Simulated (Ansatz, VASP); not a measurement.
CuO: VASP beside Ansatz

```
Cu O
1.0
     0.00000    2.26180    2.26180
     2.26180    0.00000    2.26180
     2.26180    2.26180    0.00000
Cu O
1 1
Direct
  0.00000 0.00000 0.00000
  0.25000 0.25000 0.25000
```

Alike in both runs: task electric field gradients; functional PBE; k mesh 16 × 16 × 16; occupations fermi-dirac, width 0.05 eV; no spin polarisation.

|  | VASP | Ansatz |
| --- | --- | --- |
| version | VASP 6.6.1 | Ansatz 0.2.0 |
| potentials or method | VASP PAW PBE potentials, release 64 (Cu, O) | PAW with Ansatz's default frozen-core files, scalar-relativistic |
| plane-wave cutoff (eV) | 520 | 420 |
| valence electrons in the cell | 17 | 25 |

```tsv
	VASP	Ansatz	Ansatz less VASP
pressure (GPa)	0.7	0.0	-0.66
```

VASP's potentials hold 17 valence electrons a cell and Ansatz's 25, so a difference there can come from the potentials and not from the codes.
